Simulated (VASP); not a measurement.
Here is a VASP 6.6.1 calculation.

File INCAR:

```
SYSTEM = Si15Sn
  ALGO = Normal
  EDIFF = 1E-7
  EDIFFG = -0.03
  ENCUT = 600
  GGA = PS
  IBRION = 2
  ISIF = 8
  ISMEAR = -1
  LASPH = .True.
  LCHARG = .False.
  LREAL = Auto
  LWAVE = .False.
  NELM = 100
  NSW = 100
  PREC = Accurate
  SIGMA = 0.05
```

File KPOINTS:

```
Automatic mesh
0
Gamma
  1 1 1
  0.5 0.5 0.5
```

POSCAR

```
Si15Sn
1.0
   10.9983850000      0.0000000000      0.0000000000
    0.0000000000     10.9983850000      0.0000000000
    0.0000000000      0.0000000000     10.9983850000
Sn Si
4 60
Direct
    0.9976330000      0.9997200000      0.0024830000
    0.1232310000      0.1243790000      0.6252990000
    0.1275920000      0.6221270000      0.1241900000
    0.0007420000      0.2472630000      0.7490940000
    0.9988340000      0.9994510000      0.5004880000
    0.0036320000      0.4999650000      0.0019880000
    0.9979640000      0.5009780000      0.5041860000
    0.5018180000      0.0010860000      0.0006220000
    0.5013040000      0.9985330000      0.4983020000
    0.4980710000      0.4998560000      0.9983190000
    0.5028200000      0.5006270000      0.5025620000
    0.1239530000      0.1265120000      0.1265200000
    0.1239320000      0.6254310000      0.6282500000
    0.6276510000      0.1253160000      0.1233010000
    0.6224070000      0.1253790000      0.6227430000
    0.6217370000      0.6231120000      0.1260650000
    0.6266620000      0.6240310000      0.6227470000
    0.2492380000      0.2512250000      0.0017610000
    0.2516870000      0.2475760000      0.5000320000
    0.2548550000      0.7495490000      0.9985240000
    0.2498920000      0.7483520000      0.4970400000
    0.7491310000      0.2521190000      0.0055850000
    0.7533410000      0.2517400000      0.5011560000
    0.7480330000      0.7469810000      0.9994470000
    0.7515420000      0.7475920000      0.4974220000
    0.3732140000      0.3724170000      0.1254150000
    0.3768230000      0.3737240000      0.6270370000
    0.3722680000      0.8761360000      0.1240860000
    0.3751050000      0.8759790000      0.6252580000
    0.8718710000      0.3758430000      0.1245050000
    0.8733150000      0.3769070000      0.6222480000
    0.8717120000      0.8747190000      0.1246000000
    0.8760930000      0.8721580000      0.6251680000
    0.2526370000      0.9986860000      0.2489590000
    0.2499450000      0.9997670000      0.7496720000
    0.2498740000      0.5001340000      0.2507290000
    0.2500360000      0.5031520000      0.7507990000
    0.7511650000      0.0012900000      0.2518780000
    0.7511870000      0.0018130000      0.7551230000
    0.7499040000      0.4976010000      0.2505540000
    0.7523230000      0.5015510000      0.7493100000
    0.3747040000      0.1289380000      0.3745450000
    0.3788050000      0.1243720000      0.8723120000
    0.3748860000      0.6254750000      0.3762500000
    0.3768660000      0.6222520000      0.8743680000
    0.8751750000      0.1268860000      0.3771630000
    0.8745420000      0.1240940000      0.8729220000
    0.8771740000      0.6244570000      0.3712450000
    0.8761320000      0.6221180000      0.8754050000
    0.0016650000      0.2497820000      0.2480110000
    0.9981550000      0.7503440000      0.2502040000
    0.9969940000      0.7491610000      0.7509280000
    0.5000880000      0.2496690000      0.2488360000
    0.4998950000      0.2500090000      0.7520510000
    0.4999920000      0.7507050000      0.2511610000
    0.5002480000      0.7494880000      0.7483360000
    0.1263980000      0.3754130000      0.3789530000
    0.1262110000      0.3778710000      0.8756910000
    0.1245720000      0.8751240000      0.3758630000
    0.1223830000      0.8755880000      0.8789700000
    0.6247240000      0.3717320000      0.3788820000
    0.6262470000      0.3737270000      0.8759450000
    0.6264060000      0.8716820000      0.3759270000
    0.6262840000      0.8775350000      0.8725750000
```

Potentials or basis: VASP PAW PBE potentials, release 64 (Sn_d, Si).

The run is started by

```sh
$ cat potpaw_PBE.64/Sn_d/POTCAR potpaw_PBE.64/Si/POTCAR > POTCAR
$ mpirun -np 1 vasp_std > vasp.out
```

Question: What does it give for the relaxed volume?

Answer: 20.90 Å³/atom.

Question: Estimate the relaxed cell.

Answer: a = 11.018 Å, b = 11.018 Å, c = 11.018 Å, α = 90.00°, β = 90.00°, γ = 90.00°.

Question: Estimate the space group after relaxing (to 0.1 Å).

Answer: P1 (No. 1).

Question: What does it give for the band gap on the k mesh?

Answer: 1.41 eV.

Forces in eV/Å, atoms in the order of the input:
```
Sn   0.022  0.000 -0.009
Sn   0.010 -0.007 -0.012
Sn  -0.023  0.017  0.000
Sn  -0.014  0.013  0.011
Si   0.014  0.014  0.012
Si   0.001 -0.002 -0.011
Si   0.011 -0.009 -0.011
Si  -0.003  0.006  0.010
Si  -0.008  0.009  0.005
Si   0.009  0.001  0.001
Si   0.002  0.007  0.003
Si   0.006 -0.016 -0.018
Si  -0.003 -0.017 -0.007
Si  -0.005  0.007  0.007
Si   0.004 -0.002  0.007
Si   0.013  0.009 -0.002
Si  -0.008  0.000  0.014
Si   0.001 -0.001 -0.003
Si  -0.026  0.002  0.005
Si  -0.017 -0.013  0.016
Si  -0.006  0.009  0.011
Si   0.006 -0.023 -0.008
Si   0.000 -0.013 -0.002
Si   0.022  0.010 -0.009
Si   0.006 -0.008  0.019
Si   0.004  0.013 -0.001
Si  -0.003  0.007 -0.001
Si  -0.007 -0.001  0.008
Si   0.003 -0.003  0.007
Si   0.012 -0.007 -0.008
Si   0.018 -0.004  0.005
Si   0.023  0.007 -0.001
Si   0.004  0.004  0.018
Si  -0.008  0.006  0.006
Si  -0.008  0.009 -0.005
Si  -0.007  0.004 -0.012
Si  -0.005 -0.009  0.008
Si   0.004  0.007 -0.012
Si   0.002 -0.005 -0.019
Si   0.019 -0.001 -0.007
Si   0.006  0.004 -0.019
Si  -0.002  0.003 -0.004
Si  -0.009  0.016  0.015
Si  -0.006 -0.006 -0.005
Si  -0.013 -0.004  0.013
Si   0.000  0.009 -0.010
Si  -0.004  0.002  0.024
Si  -0.005  0.000  0.015
Si   0.018  0.000 -0.011
Si  -0.009 -0.003 -0.002
Si   0.014  0.005  0.003
Si   0.006 -0.004 -0.003
Si  -0.002 -0.016 -0.007
Si  -0.003 -0.007  0.002
Si   0.001 -0.002 -0.007
Si  -0.005 -0.010  0.009
Si  -0.021  0.000 -0.014
Si  -0.010 -0.015 -0.003
Si  -0.018 -0.005  0.001
Si   0.003 -0.002 -0.014
Si  -0.006  0.004 -0.002
Si   0.004  0.002  0.002
Si  -0.001  0.013  0.000
Si   0.000 -0.004  0.006
```

Caveat: the k points lie up to 0.57 Å⁻¹ apart in the final cell; the PAW data sets were made with another functional, which shifts forces and pressure a little; spin-orbit coupling is left out, which moves the levels of the heavy elements; a shifted mesh leaves out Γ, where band edges can lie. A k mesh can miss the band edges.
